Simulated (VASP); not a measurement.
# Co (P6_3/mmc) in VASP: settings compared, part 2 of 2

VASP 6.6.1.

## (4) Single point, PBEsol, collinear spin, ferromagnetic start

This run uses another cell than the first one, of 10.64 Å³/atom, 1.042 times its volume.

Contents of INCAR:

```
  PREC = Accurate
  ENCUT = 520
  EDIFF = 1E-7
  ISMEAR = -1
  SIGMA = 0.05
  LREAL = F
  LASPH = T
  NELM = 150
  ALGO = Fast
  ISIF = 2
  LWAVE = F
  LCHARG = F
  ISPIN = 2
  MAGMOM = 2 2
  LORBIT = 11
  LMAXMIX = 4
  GGA = PS
  NBANDS = 20
```

Contents of KPOINTS:

```
Automatic mesh
0
Gamma
  12 12 7
```

Contents of POSCAR:

```
Co
1.0
    2.4970969924      0.0000000000      0.0000000000
   -1.2485484962      2.1625494311      0.0000000000
    0.0000000000      0.0000000000      3.9407211984
Co
2
Direct
    0.6666666667      0.3333333333      0.7500000000
    0.3333333333      0.6666666667      0.2500000000
```

Potentials or basis: VASP PAW PBE potentials, release 64 (Co).

Run with:

```console
$ cat potpaw_PBE.64/Co/POTCAR > POTCAR
$ mpirun -np 1 vasp_std > vasp.out
```

OUTCAR:

```text
PREC = Accurate
   ENCUT = 520
   EDIFF = 1E-7
   ISMEAR = -1
   LREAL = F
   LASPH = T
   NELM = 150
   ISIF = 2
   ISPIN = 2
   LORBIT = 11
   GGA = PS

 ion  position               nearest neighbor table
   1  0.667  0.333  0.750-   2 2.44   2 2.44   2 2.44   2 2.44   2 2.44   2 2.44
   2  0.333  0.667  0.250-   1 2.44   1 2.44   1 2.44   1 2.44   1 2.44   1 2.44

  LATTYP: Found a hexagonal cell.
 ALAT       =     2.4970969924
 C/A-ratio  =     1.5781209983

  Lattice vectors:

 A1 = (   2.4970969924,   0.0000000000,   0.0000000000)
 A2 = (  -1.2485484962,   2.1625494311,   0.0000000000)
 A3 = (   0.0000000000,   0.0000000000,   3.9407211984)

Analysis of symmetry for initial positions (statically):
=====================================================================
 Subroutine PRICEL returns:
 Original cell was already a primitive cell.

 Routine SETGRP: Setting up the symmetry group for a
 hexagonal supercell.

 Subroutine GETGRP returns: Found 24 space group operations
 (whereof 12 operations were pure point group operations)
[... 744 lines left out ...]

 spin component 2

 k-point     1 :       0.0000    0.0000    0.0000
  band No.  band energies     occupation
      1       1.3243      1.00000
      2       6.1016      1.00000
      3       9.3426      1.00000
      4       9.3426      1.00000
      5       9.4763      1.00000
      6       9.7541      0.99999
[... 541 lines left out ...]
     19      33.9207      0.00000
     20      35.5580      0.00000

 [... further k-points ...]
[... 5 lines left out ...]
  --------------------------------------------------------------------------------------
  -------------------------------------------------------------------------------------
  Total       -1.1171119     -1.1171119     -0.2858040      0.0000000     -0.0000000      0.0000000
  in kB      -84.1066013    -84.1066013    -21.5179910      0.0000000     -0.0000000      0.0000000
  external PRESSURE =     -63.2437312 kB  Pullay stress =       0.0000000 kB

 VOLUME and BASIS-vectors are now :
 -----------------------------------------------------------------------------
  energy-cutoff  :      520.00
  volume of cell :       21.28
      direct lattice vectors                 reciprocal lattice vectors
     2.497096992  0.000000000  0.000000000     0.400465021  0.231208588  0.000000000
    -1.248548496  2.162549431  0.000000000     0.000000000  0.462417176  0.000000000
     0.000000000  0.000000000  3.940721198     0.000000000  0.000000000  0.253760657

 POSITION                                       TOTAL-FORCE (eV/Angst)
 -----------------------------------------------------------------------------------
      1.24855      0.72085      2.95554        -0.000000      0.000000      0.000000
     -0.00000      1.44170      0.98518         0.000000     -0.000000      0.000000
 -----------------------------------------------------------------------------------
    total drift:                               -0.000000     -0.000000     -0.000000

  FREE ENERGIE OF THE ION-ELECTRON SYSTEM (eV)
  ---------------------------------------------------
  free  energy   TOTEN  =       -15.4568268412 eV

  energy  without entropy=      -15.4418596023  energy(sigma->0) =      -15.44934322

 total charge

# of ion       s       p       d       tot
------------------------------------------
    1        0.497   0.542   7.273   8.312
    2        0.497   0.542   7.273   8.312
--------------------------------------------------
tot          0.995   1.083  14.545  16.623

 magnetization (x)

# of ion       s       p       d       tot
------------------------------------------
    1       -0.015  -0.051   1.669   1.603
    2       -0.015  -0.051   1.669   1.603
--------------------------------------------------
tot         -0.029  -0.102   3.337   3.206
```

stdout:

```text
POSCAR found type information on POSCAR Co
 POSCAR found :  1 types and       2 ions
 scaLAPACK will be used
 -----------------------------------------------------------------------------
|                                                                             |
|                                                                             |
|     You enforced a specific xc type in the INCAR file but a different       |
|     I HOPE YOU KNOW WHAT YOU ARE DOING!                                     |
|                                                                             |
 -----------------------------------------------------------------------------

 LDA part: xc-table for (Slater+PW92), standard interpolation
 POSCAR, INCAR and KPOINTS ok, starting setup
 FFT: planning ... GRIDC
 FFT: planning ... GRID_SOFT
 FFT: planning ... GRID
 WAVECAR not read
 entering main loop
WARNING in EDDRMM: call to ZHEGV failed, returncode =   8  4     18
WARNING in EDDRMM: call to ZHEGV failed, returncode =   8  4     20
 num prob  num prob  num prob  num prob  num prob  num prob RMM:  16    -0.154568268412E+02   -0.29512E-07   -0.25810E-07  5703   0.303E-03
```

Wall time 54 s (1 thread of Intel Xeon Platinum 8375C at 2.90GHz (Ice Lake), shared host); peak memory 0.17 GiB.

What came out:

```yaml
Free_energy: -15.4568 eV
Pressure: -6.3 GPa
Net_moment: 3.18 μB per cell
Site_moments: Co +1.60 μB
Valence_electrons_inside_the_program's_atomic_spheres: Co 8.31
```

Caveat: the PAW data sets were made with another functional, which shifts forces and pressure a little.

## (5) Summary

```csv
level,cell,gap on the mesh (eV),pressure (GPa),moment (μB)
PBEsol+D4,"a = 2.445, b = 2.445, c = 3.945 Å, angles 90.0, 90.0, 120.0°, 2 atoms",none,-1.0,3.07
PBEsol,"a = 2.523, b = 2.523, c = 3.860 Å, angles 90.0, 90.0, 120.0°, 2 atoms",none,-5.7,3.17
PBEsol,"a = 2.497, b = 2.497, c = 3.941 Å, angles 90.0, 90.0, 120.0°, 2 atoms",none,-6.3,3.18
```

Alike in all rows: task single point; potentials or basis VASP PAW PBE potentials, release 64 (Co); spin collinear, ferromagnetic start; k mesh 12 × 12 × 7; cutoff (eV) 520; smearing fermi-dirac 0.05 eV.

Caveats: the PAW data sets were made with another functional, which shifts forces and pressure a little; pairwise dispersion overbinds metals, which lowers pressure and volume (some runs).

Total energies depend on the potentials used, so only differences within one code and one set of settings carry meaning.
